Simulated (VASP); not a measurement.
# Pb (P6_3/mmc) in VASP: a series of runs, part 2 of 2

VASP 6.6.1.

**3. Relaxation of cell and atoms, PBEsol**

This run uses another cell than the first one, of 31.30 Å³/atom, 1.046 times its volume.

Input file INCAR:

```
ALGO = Fast ; EDIFF = 1E-6
EDIFFG = -0.005 ; ENCUT = 600
GGA = PS ; IBRION = 2
ISIF = 3 ; ISMEAR = 0
LASPH = True ; LCHARG = False
LREAL = False ; LWAVE = False
NELM = 80 ; NSW = 100
PREC = Accurate ; SIGMA = 0.1
```

Input file KPOINTS:

```
k-points
0
Gamma
  15 15 8
```

Input file POSCAR:

```
Pb
1.0
    3.4715901269      0.0000000000      0.0000000000
   -1.7357950634      3.0064852414      0.0000000000
    0.0000000000      0.0000000000      5.9973895700
Pb
2
Direct
    0.3333333300      0.6666666700      0.2500000000
    0.6666666700      0.3333333300      0.7500000000
```

Potentials or basis: VASP PAW PBE potentials, release 64 (Pb_d).

On the command line:

```bash
$ cat potpaw_PBE.64/Pb_d/POTCAR > POTCAR
$ mpirun -np 1 vasp_std > vasp.out
```

OUTCAR:

```text
EDIFF = 1E-6
   EDIFFG = -0.005
   ENCUT = 600
   GGA = PS
   IBRION = 2
   ISIF = 3
   ISMEAR = 0
   LASPH = True
   LREAL = False
   NELM = 80
   NSW = 100
   PREC = Accurate

 ion  position               nearest neighbor table
   1  0.333  0.667  0.250-   2 3.61   2 3.61   2 3.61   2 3.61   2 3.61   2 3.61
   2  0.667  0.333  0.750-   1 3.61   1 3.61   1 3.61   1 3.61   1 3.61   1 3.61

  LATTYP: Found a hexagonal cell.
 ALAT       =     3.4715901269
 C/A-ratio  =     1.7275626876

  Lattice vectors:

 A1 = (   3.4715901269,   0.0000000000,   0.0000000000)
 A2 = (  -1.7357950634,   3.0064852414,   0.0000000000)
 A3 = (   0.0000000000,   0.0000000000,   5.9973895700)

Analysis of symmetry for initial positions (statically):
=====================================================================
 Subroutine PRICEL returns:
 Original cell was already a primitive cell.

 Routine SETGRP: Setting up the symmetry group for a
 hexagonal supercell.

 Subroutine GETGRP returns: Found 24 space group operations
 (whereof 12 operations were pure point group operations)
 out of a pool of 24 trial point group operations.

The static configuration has the point symmetry D_3d.
 The point group associated with its full space group is D_6h.

Analysis of symmetry for dynamics (positions and initial velocities):
=====================================================================
 Subroutine PRICEL returns:
 Original cell was already a primitive cell.

 Routine SETGRP: Setting up the symmetry group for a
 hexagonal supercell.

 Subroutine GETGRP returns: Found 24 space group operations
 (whereof 12 operations were pure point group operations)
 out of a pool of 24 trial point group operations.

The dynamic configuration has the point symmetry D_3d.
 The point group associated with its full space group is D_6h.

 Subroutine INISYM returns: Found 24 space group operations
 (whereof 12 operations are pure point group operations),
 and found     1 'primitive' translations

----------------------------------------------------------------------------------------

                                     Primitive cell

  volume of cell :      62.5965

  direct lattice vectors                    reciprocal lattice vectors
     3.471590127  0.000000000  0.000000000     0.288052438  0.166307153  0.000000000
    -1.735795063  3.006485241  0.000000000     0.000000000  0.332614305  0.000000000
     0.000000000  0.000000000  5.997389570     0.000000000  0.000000000  0.166739210

  length of vectors
     3.471590127  3.471590127  5.997389570     0.332614305  0.332614305  0.166739210

  position of ions in fractional coordinates (direct lattice)
     0.333333330  0.666666670  0.250000000
     0.666666670  0.333333330  0.750000000

  ion indices of the primitive-cell ions
   primitive index   ion index
                 1           1
                 2           2

----------------------------------------------------------------------------------------

 KPOINTS: k-points

Automatic generation of k-mesh.
 Grid dimensions read from file:
 generate k-points for:   15   15    8

 Generating k-lattice:
[... 45 lines left out ...]
   number of dos      NEDOS =    301   number of ions     NIONS =      2
   total plane-waves  NPLWV =  37632
   dimension x,y,z NGX =    28 NGY =   28 NGZ =   48
   dimension x,y,z NGXF=    56 NGYF=   56 NGZF=   96
   ions per type =               2
   NGX,Y,Z   is equivalent  to a cutoff of  13.41, 13.41, 13.31 a.u.
   NGXF,Y,Z  is equivalent  to a cutoff of  26.82, 26.82, 26.61 a.u.
 SYSTEM =  unknown system
   PREC   = accura    normal or accurate (medium, high low for compatibility)
   ISTART =      0    job   : 0-new  1-cont  2-samecut
   ICHARG =      2    charge: 1-file 2-atom 10-const
   ISPIN  =      1    spin polarized calculation?
   LNONCOLLINEAR =      F non collinear calculations
   LSORBIT =      F    spin-orbit coupling
   LASPH  =      T    aspherical Exc in radial PAW
   ENCUT  =  600.0 eV  44.10 Ry    6.64 a.u.   6.93  6.93 11.98*2*pi/ulx,y,z
   NELM   =     80;   NELMIN=  2; NELMDL= -5     # of ELM steps
   EDIFF  = 0.1E-05   stopping-criterion for ELM
   LREAL  =      F    real-space projection
   EDIFFG = -.5E-02   stopping-criterion for IOM
   NSW    =    100    number of steps for IOM
   IBRION =      2    ionic relax: 0-MD 1-quasi-New 2-CG
   NFREE  =      1    steps in history (QN), initial steepest desc. (CG)
   ISIF   =      3    stress and relaxation
   ISYM   =      2    0-nonsym 1-usesym 2-fastsym
   POTIM  = 0.5000    time-step for ionic-motion
   TEBEG  =    0.0;   TEEND  =   0.0 temperature during run
   PSTRESS=    0.0 pullay stress
   NELECT =      28.0000    total number of electrons
   NUPDOWN=      -1.0000    fix difference up-down
   EMIN   =  10.00;   EMAX   =-10.00  energy-range for DOS
   EFERMI =   0.00;   METHOD = LEGACY
   ISMEAR =     0;   SIGMA  =   0.10  broadening in eV -4-tet -1-fermi 0-gaus
   EFERMI_NEDOS =   21; number of points for ismear=-14 and -15
   IALGO  =     68    algorithm
   IMIX   =      4    mixing-type and parameters
     AMIX     =   0.40;   BMIX     =  1.00
     AMIX_MAG =   1.60;   BMIX_MAG =  1.00
  volume/ion in A,a.u.               =      31.30       211.21
  Fermi-wavevector in a.u.,A,eV,Ry     =   1.252019  2.365973 21.327833  1.567552
  Thomas-Fermi vector in A             =   2.385939
   LORBIT       =      0    0 simple, 1 ext, 2 COOP (PROOUT), +10 PAW based schemes
   GGA     = PS    functional components
   LHFCALC =     F    Hartree Fock is set to
   AEXX    =    0.0000 exact exchange contribution
   IVDW    =     0    specifies the selected vdW correction
   LEPSILON=     F    determine dielectric tensor
   LRPA    =     F    only Hartree local field effects (RPA)
 conjugate gradient relaxation of ions
 non-spin polarized calculation
 RMM-DIIS sequential band-by-band and
 Gauss-broadening in eV      SIGMA  =   0.10
  energy-cutoff  :      600.00
  volume of cell :       62.60
 maximum number of plane-waves:      2112
 NGX is ok and might be reduce to    28
   NGX = 13   NGY = 13   NGZ = 23

--------------------------------------- Ionic step        1  -------------------------------------------

 number of electron      28.0000001 magnetization

 Free energy of the ion-electron system (eV)
  ---------------------------------------------------
  ext. energy  EPLUGINS =         0.00000000
  ---------------------------------------------------
  free energy    TOTEN  =        -7.95139413 eV

  energy without entropy =       -7.94575390  energy(sigma->0) =       -7.94857402

------------------------ aborting loop because EDIFF is reached ----------------------------------------

  FORCE on cell =-STRESS in cart. coord.  units (eV):
  Direction    XX          YY          ZZ          XY          YZ          ZX
  --------------------------------------------------------------------------------------
  -------------------------------------------------------------------------------------
  Total       -0.3229664     -0.3229664     -1.3519113     -0.0000000      0.0000000      0.0000000
  in kB       -8.2664327     -8.2664327    -34.6026223     -0.0000000      0.0000000      0.0000000
  external PRESSURE =     -17.0451626 kB  Pullay stress =       0.0000000 kB
[... 167 lines left out ...]
--------------------------------------- Ionic step        6  -------------------------------------------

 number of electron      28.0000004 magnetization

 Free energy of the ion-electron system (eV)
  ---------------------------------------------------
  ext. energy  EPLUGINS =         0.00000000
  ---------------------------------------------------
  free energy    TOTEN  =        -7.98611499 eV

  energy without entropy =       -7.98313130  energy(sigma->0) =       -7.98462315

 E-fermi :   7.2101     XC(G=0): -10.4119

 val. band max:        7.1570324992   @ k =   0.3333   0.0000   0.2500
 cond. band min:       7.2648604632   @ k =   0.2667   0.1333   0.1250
 fundamental gap:      0.1078279640
 Fermi energy:         7.2100955762

 k-point     1 :       0.0000    0.0000    0.0000
  band No.  band energies     occupation
      1      -9.7763      2.00000
      2      -9.7475      2.00000
      3      -9.7219      2.00000
      4      -9.7219      2.00000
      5      -9.7005      2.00000
      6      -9.7004      2.00000
[... 481 lines left out ...]
      5      -9.6289      2.00000
      6      -9.5985      2.00000
[... 10 lines left out ...]
     17       9.0204      0.00000
     18       9.7011      0.00000

 [... further k-points ...]

------------------------ aborting loop because EDIFF is reached ----------------------------------------

  FORCE on cell =-STRESS in cart. coord.  units (eV):
  Direction    XX          YY          ZZ          XY          YZ          ZX
  --------------------------------------------------------------------------------------
  -------------------------------------------------------------------------------------
  Total       -0.0036536     -0.0036536      0.0003977     -0.0000000      0.0000000      0.0000000
  in kB       -0.0979219     -0.0979219      0.0106600     -0.0000000      0.0000000      0.0000000
  external PRESSURE =      -0.0617280 kB  Pullay stress =       0.0000000 kB
[... 17 lines left out ...]
  FREE ENERGIE OF THE ION-ELECTRON SYSTEM (eV)
  ---------------------------------------------------
  free  energy   TOTEN  =        -7.9861149921 eV

  energy  without entropy=       -7.9831312983  energy(sigma->0) =       -7.98462315

 reached required accuracy - stopping structural energy minimisation
```

CONTCAR:

```text
Pb
   1.00000000000000
     3.4717318353056688   -0.0000000000000117    0.0000000000000000
    -1.7358659176028424    3.0066079644792532   -0.0000000000000000
     0.0000000000000000   -0.0000000000000000    5.7270585268928649
  Pb
     2
Direct
     0.3333333300000021    0.6666666699999979    0.2500000000000000
     0.6666666699999979    0.3333333300000021    0.7500000000000000

  0.00000000E+00  0.00000000E+00  0.00000000E+00
  0.00000000E+00  0.00000000E+00  0.00000000E+00
```

Run time: 5.1 min. Hardware: 1 thread of Intel Xeon 6975P-C (Granite Rapids), shared host; peak memory 0.3 GiB.

What came out:

```yaml
Free_energy: -7.9861 eV
Relaxed_volume: 29.89 Å³/atom
Relaxed_cell: a = 3.472 Å, b = 3.472 Å, c = 5.727 Å, α = 90.00°, β = 90.00°, γ = 120.00°
Space_group_after_relaxing_to_0.05_Å: P6_3/mmc (No. 194)
Energy_gained_by_relaxing: 17.4 meV/atom
Ionic_steps: 6
Pressure_after_relaxing: 0.0 GPa
Band_gap_on_the_k_mesh: zero (band 14 reaches 13.08 eV, above the bottom of band 15 at 5.18 eV)
```

The path:
| step | energy change (eV) | largest force (eV/Å) | pressure (GPa) | volume (Å³) |
| --- | --- | --- | --- | --- |
| 1 | 0.0000 | 0.0000 | -1.70 | 62.60 |
| 2 | -0.0307 | 0.0000 | 0.18 | 59.62 |
| 3 | -0.0311 | 0.0000 | 0.41 | 59.32 |
| 4 | -0.0346 | 0.0000 | 0.12 | 59.70 |
| 5 | -0.0347 | 0.0000 | 0.02 | 59.79 |
| 6 | -0.0347 | 0.0000 | -0.01 | 59.78 |

Final structure:
```xyz
2
Lattice="3.4717 0.0000 0.0000 -1.7359 3.0066 0.0000 0.0000 0.0000 5.7271" Properties=species:S:1:pos:R:3 pbc="T T T"
Pb    0.0000    2.0044    1.4318
Pb    1.7359    1.0022    4.2953
```

Caveat: the PAW data sets were made with another functional, which shifts forces and pressure a little; spin-orbit coupling is left out, which moves the levels of the heavy elements.
